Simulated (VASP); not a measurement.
# Sc (Pm-3n) in VASP: single point with PBEsol

Aim: the single point of Sc with PBEsol.

All numbers are computed with VASP 6.6.1; they aren't measurements. Logs are shortened: lines on timing, memory, paths and dates and some standing lists are left out, and cuts for length are marked.

## (1) The cell of the first run

The structure is cubic, space group Pm-3n (No. 223). The conventional cell has a = 5.813 Å, b = 5.813 Å, c = 5.813 Å, α = 90.00°, β = 90.00°, γ = 90.00°. Within 4.3 Å of Sc (site symmetry m-3) lie 12 Sc at 3.25 Å. Sc (site symmetry -4m2) has 14 Sc at 2.91 to 3.56 Å within 3.8 Å.

## (2) Single point, PBEsol

INCAR reads:

```
ALGO = Normal ; EDIFF = 1E-6
ENCUT = 520 ; GGA = PS
ISIF = 2 ; ISMEAR = -1
LASPH = True ; LCHARG = False
LREAL = False ; LWAVE = False
NBANDS = 54 ; NELM = 60
PREC = Accurate ; SIGMA = 0.1
```

KPOINTS reads:

```
k-points
0
Gamma
  6 6 6
```

POSCAR reads:

```
Sc
1.0
    5.8125213604      0.0000000000      0.0000000000
    0.0000000000      5.8125213604      0.0000000000
    0.0000000000      0.0000000000      5.8125213604
Sc
8
Direct
    0.0000000000      0.0000000000      1.0000000000
    0.5000000000      0.5000000000      0.5000000000
    0.2500000000      0.0000000000      0.5000000000
    0.7500000000      0.0000000000      0.5000000000
    0.5000000000      0.2500000000      1.0000000000
    0.5000000000      0.7500000000      1.0000000000
    1.0000000000      0.5000000000      0.2500000000
    1.0000000000      0.5000000000      0.7500000000
```

Potentials or basis: VASP PAW PBE potentials, release 64 (Sc_sv).

Command:

```sh
$ cat potpaw_PBE.64/Sc_sv/POTCAR > POTCAR
$ mpirun -np 1 vasp_std > vasp.out
```

OUTCAR:

```text
EDIFF = 1E-6
   ENCUT = 520
   GGA = PS
   ISIF = 2
   ISMEAR = -1
   LASPH = True
   LREAL = False
   NELM = 60
   PREC = Accurate

 ion  position               nearest neighbor table
   1  0.000  0.000  0.000-   3 3.25   4 3.25   5 3.25   6 3.25   7 3.25   8 3.25   3 3.25   4 3.25
                             7 3.25   8 3.25   5 3.25   6 3.25
   2  0.500  0.500  0.500-   3 3.25   4 3.25   5 3.25   6 3.25   7 3.25   8 3.25   5 3.25   6 3.25
                             3 3.25   4 3.25   7 3.25   8 3.25
   3  0.250  0.000  0.500-   4 2.91   4 2.91   1 3.25   1 3.25   2 3.25   2 3.25
   4  0.750  0.000  0.500-   3 2.91   3 2.91   1 3.25   1 3.25   2 3.25   2 3.25
   5  0.500  0.250  0.000-   6 2.91   6 2.91   1 3.25   2 3.25   2 3.25   1 3.25
   6  0.500  0.750  0.000-   5 2.91   5 2.91   1 3.25   2 3.25   2 3.25   1 3.25
   7  0.000  0.500  0.250-   8 2.91   8 2.91   1 3.25   2 3.25   1 3.25   2 3.25
   8  0.000  0.500  0.750-   7 2.91   7 2.91   1 3.25   2 3.25   1 3.25   2 3.25

  LATTYP: Found a simple cubic cell.
 ALAT       =     5.8125213604

  Lattice vectors:

 A1 = (   5.8125213604,   0.0000000000,   0.0000000000)
 A2 = (   0.0000000000,   5.8125213604,   0.0000000000)
 A3 = (   0.0000000000,   0.0000000000,   5.8125213604)

Analysis of symmetry for initial positions (statically):
=====================================================================
 Subroutine PRICEL returns:
 Original cell was already a primitive cell.

 Routine SETGRP: Setting up the symmetry group for a
 simple cubic supercell.

 Subroutine GETGRP returns: Found 48 space group operations
 (whereof 24 operations were pure point group operations)
 out of a pool of 48 trial point group operations.

The static configuration has the point symmetry T_h .
 The point group associated with its full space group is O_h .

Analysis of symmetry for dynamics (positions and initial velocities):
=====================================================================
 Subroutine PRICEL returns:
 Original cell was already a primitive cell.

 Routine SETGRP: Setting up the symmetry group for a
 simple cubic supercell.

 Subroutine GETGRP returns: Found 48 space group operations
 (whereof 24 operations were pure point group operations)
 out of a pool of 48 trial point group operations.

The dynamic configuration has the point symmetry T_h .
 The point group associated with its full space group is O_h .

 Subroutine INISYM returns: Found 48 space group operations
 (whereof 24 operations are pure point group operations),
 and found     1 'primitive' translations

----------------------------------------------------------------------------------------

                                     Primitive cell

  volume of cell :     196.3784

  direct lattice vectors                    reciprocal lattice vectors
     5.812521360  0.000000000  0.000000000     0.172042379  0.000000000  0.000000000
     0.000000000  5.812521360  0.000000000     0.000000000  0.172042379  0.000000000
     0.000000000  0.000000000  5.812521360     0.000000000  0.000000000  0.172042379

  length of vectors
     5.812521360  5.812521360  5.812521360     0.172042379  0.172042379  0.172042379

  position of ions in fractional coordinates (direct lattice)
     0.000000000  0.000000000  0.000000000
     0.500000000  0.500000000  0.500000000
     0.250000000  0.000000000  0.500000000
     0.750000000  0.000000000  0.500000000
     0.500000000  0.250000000  0.000000000
     0.500000000  0.750000000  0.000000000
     0.000000000  0.500000000  0.250000000
     0.000000000  0.500000000  0.750000000

  ion indices of the primitive-cell ions
   primitive index   ion index
                 1           1
                 2           2
                 3           3
                 4           4
                 5           5
                 6           6
                 7           7
                 8           8

----------------------------------------------------------------------------------------

 KPOINTS: k-points

Automatic generation of k-mesh.
 Grid dimensions read from file:
 generate k-points for:    6    6    6

 Generating k-lattice:

  Cartesian coordinates                     Fractional coordinates (reciprocal lattice)
     0.028673730  0.000000000  0.000000000     0.166666667  0.000000000  0.000000000
     0.000000000  0.028673730  0.000000000     0.000000000  0.166666667  0.000000000
     0.000000000  0.000000000  0.028673730     0.000000000  0.000000000  0.166666667

  Length of vectors
     0.028673730  0.028673730  0.028673730

  Shift w.r.t. Gamma in fractional coordinates (k-lattice)
     0.000000000  0.000000000  0.000000000

 Subroutine IBZKPT returns following result:
 ===========================================

 Found     20 irreducible k-points:

 Following reciprocal coordinates:
            Coordinates               Weight
  0.000000  0.000000  0.000000      1.000000
  0.166667  0.000000  0.000000      6.000000
  0.333333  0.000000  0.000000      6.000000
  0.500000  0.000000  0.000000      3.000000
  0.166667  0.166667  0.000000     12.000000
  0.333333  0.166667  0.000000     24.000000
[... 12 lines left out ...]
  0.500000  0.500000  0.333333      6.000000
  0.500000  0.500000  0.500000      1.000000
   k-points           NKPTS =     20   k-points in BZ     NKDIM =     20   number of bands    NBANDS=     54
   number of dos      NEDOS =    301   number of ions     NIONS =      8
   total plane-waves  NPLWV = 110592
   dimension x,y,z NGX =    48 NGY =   48 NGZ =   48
   dimension x,y,z NGXF=    96 NGYF=   96 NGZF=   96
   ions per type =               8
   NGX,Y,Z   is equivalent  to a cutoff of  13.73, 13.73, 13.73 a.u.
   NGXF,Y,Z  is equivalent  to a cutoff of  27.46, 27.46, 27.46 a.u.
 SYSTEM =  unknown system
   PREC   = accura    normal or accurate (medium, high low for compatibility)
   ISTART =      0    job   : 0-new  1-cont  2-samecut
   ICHARG =      2    charge: 1-file 2-atom 10-const
   ISPIN  =      1    spin polarized calculation?
   LNONCOLLINEAR =      F non collinear calculations
   LSORBIT =      F    spin-orbit coupling
   LASPH  =      T    aspherical Exc in radial PAW
   ENCUT  =  520.0 eV  38.22 Ry    6.18 a.u.  10.81 10.81 10.81*2*pi/ulx,y,z
   NELM   =     60;   NELMIN=  2; NELMDL= -5     # of ELM steps
   EDIFF  = 0.1E-05   stopping-criterion for ELM
   LREAL  =      F    real-space projection
   EDIFFG = 0.1E-04   stopping-criterion for IOM
   NSW    =      0    number of steps for IOM
   IBRION =     -1    ionic relax: 0-MD 1-quasi-New 2-CG
   NFREE  =      0    steps in history (QN), initial steepest desc. (CG)
   ISIF   =      2    stress and relaxation
   ISYM   =      2    0-nonsym 1-usesym 2-fastsym
   POTIM  = 0.5000    time-step for ionic-motion
   TEBEG  =    0.0;   TEEND  =   0.0 temperature during run
   PSTRESS=    0.0 pullay stress
   NELECT =      88.0000    total number of electrons
   NUPDOWN=      -1.0000    fix difference up-down
   EMIN   =  10.00;   EMAX   =-10.00  energy-range for DOS
   EFERMI =   0.00;   METHOD = LEGACY
   ISMEAR =    -1;   SIGMA  =   0.10  broadening in eV -4-tet -1-fermi 0-gaus
   EFERMI_NEDOS =   21; number of points for ismear=-14 and -15
   IALGO  =     38    algorithm
   IMIX   =      4    mixing-type and parameters
     AMIX     =   0.40;   BMIX     =  1.00
     AMIX_MAG =   1.60;   BMIX_MAG =  1.00
  volume/ion in A,a.u.               =      24.55       165.65
  Fermi-wavevector in a.u.,A,eV,Ry     =   1.252769  2.367391 21.353410  1.569431
  Thomas-Fermi vector in A             =   2.386654
   LORBIT       =      0    0 simple, 1 ext, 2 COOP (PROOUT), +10 PAW based schemes
   GGA     = PS    functional components
   LHFCALC =     F    Hartree Fock is set to
   AEXX    =    0.0000 exact exchange contribution
   IVDW    =     0    specifies the selected vdW correction
   LEPSILON=     F    determine dielectric tensor
   LRPA    =     F    only Hartree local field effects (RPA)
 non-spin polarized calculation
  energy-cutoff  :      520.00
  volume of cell :      196.38
 maximum number of plane-waves:      5400
 NGX is ok and might be reduce to    48
   NGX = 21   NGY = 21   NGZ = 21

 number of electron      87.9999996 magnetization

 Free energy of the ion-electron system (eV)
  ---------------------------------------------------
  ext. energy  EPLUGINS =         0.00000000
  ---------------------------------------------------
  free energy    TOTEN  =       -51.24986431 eV

  energy without entropy =      -50.45449271  energy(sigma->0) =      -50.85217851

 E-fermi :   3.7013     XC(G=0):  -9.9978

 val. band max:        3.6917791166   @ k =   0.5000   0.3333   0.0000
 cond. band min:       3.7021064939   @ k =   0.5000   0.5000   0.0000
 fundamental gap:      0.0103273772
 Fermi energy:         3.7013056601

 k-point     1 :       0.0000    0.0000    0.0000
  band No.  band energies     occupation
      1     -45.5885      2.00000
      2     -45.5591      2.00000
      3     -45.5591      2.00000
      4     -45.4879      2.00000
      5     -45.4879      2.00000
      6     -45.4879      2.00000
[... 46 lines left out ...]
     53       4.9278      0.00001
     54       4.9289      0.00001

 k-point     2 :       0.1667    0.0000    0.0000
  band No.  band energies     occupation
      1     -45.5853      2.00000
      2     -45.5602      2.00000
      3     -45.5556      2.00000
      4     -45.4936      2.00000
      5     -45.4879      2.00000
      6     -45.4879      2.00000
[... 46 lines left out ...]
     53       4.9315      0.00001
     54       4.9522      0.00001

 k-point     3 :       0.3333    0.0000    0.0000
  band No.  band energies     occupation
      1     -45.5775      2.00000
      2     -45.5635      2.00000
      3     -45.5447      2.00000
      4     -45.5085      2.00000
      5     -45.4879      2.00000
      6     -45.4879      2.00000
[... 46 lines left out ...]
     53       5.0358      0.00000
     54       5.0908      0.00000
[... 856 lines left out ...]
 k-point    19 :       0.5000    0.5000    0.3333
  band No.  band energies     occupation
      1     -45.5465      2.00000
      2     -45.5304      2.00000
      3     -45.5277      2.00000
      4     -45.5277      2.00000
      5     -45.5237      2.00000
      6     -45.5075      2.00000
[... 46 lines left out ...]
     53       4.5600      0.00037
     54       4.5765      0.00032

 k-point    20 :       0.5000    0.5000    0.5000
  band No.  band energies     occupation
      1     -45.5270      2.00000
      2     -45.5270      2.00000
      3     -45.5270      2.00000
      4     -45.5270      2.00000
      5     -45.5270      2.00000
      6     -45.5270      2.00000
[... 46 lines left out ...]
     53       4.4049      0.00176
     54       4.4049      0.00176

------------------------ aborting loop because EDIFF is reached ----------------------------------------

  FORCE on cell =-STRESS in cart. coord.  units (eV):
  Direction    XX          YY          ZZ          XY          YZ          ZX
  --------------------------------------------------------------------------------------
  -------------------------------------------------------------------------------------
  Total       -0.0083025     -0.0083025     -0.0083025      0.0000000      0.0000000     -0.0000000
  in kB       -0.0677367     -0.0677367     -0.0677367      0.0000000      0.0000000     -0.0000000
  external PRESSURE =      -0.0677367 kB  Pullay stress =       0.0000000 kB

 VOLUME and BASIS-vectors are now :
 -----------------------------------------------------------------------------
  energy-cutoff  :      520.00
  volume of cell :      196.38
      direct lattice vectors                 reciprocal lattice vectors
     5.812521360  0.000000000  0.000000000     0.172042379  0.000000000  0.000000000
     0.000000000  5.812521360  0.000000000     0.000000000  0.172042379  0.000000000
     0.000000000  0.000000000  5.812521360     0.000000000  0.000000000  0.172042379

 POSITION                                       TOTAL-FORCE (eV/Angst)
 -----------------------------------------------------------------------------------
      0.00000      0.00000      0.00000         0.000000      0.000000     -0.000000
      2.90626      2.90626      2.90626         0.000000      0.000000     -0.000000
      1.45313      0.00000      2.90626        -0.000000      0.000000      0.000000
      4.35939      0.00000      2.90626         0.000000     -0.000000     -0.000000
      2.90626      1.45313      0.00000         0.000000     -0.000000      0.000000
      2.90626      4.35939      0.00000        -0.000000      0.000000     -0.000000
      0.00000      2.90626      1.45313         0.000000      0.000000     -0.000000
      0.00000      2.90626      4.35939         0.000000      0.000000     -0.000000
 -----------------------------------------------------------------------------------
    total drift:                                0.000000     -0.000000      0.000000

  FREE ENERGIE OF THE ION-ELECTRON SYSTEM (eV)
  ---------------------------------------------------
  free  energy   TOTEN  =       -51.2498643094 eV

  energy  without entropy=      -50.4544927097  energy(sigma->0) =      -50.85217851
```

It took 6.3 min on 1 thread of AMD EPYC 7R43 (Zen 3), shared host; peak memory 0.37 GiB.

Results:

| Quantity | Value |
| --- | --- |
| Free energy | -51.2499 eV |
| Pressure | 0.0 GPa |
| Band gap on the k mesh | zero (band 44 reaches 3.75 eV, above the bottom of band 45 at 3.36 eV) |

Caveat: the PAW data sets were made with another functional, which shifts forces and pressure a little.
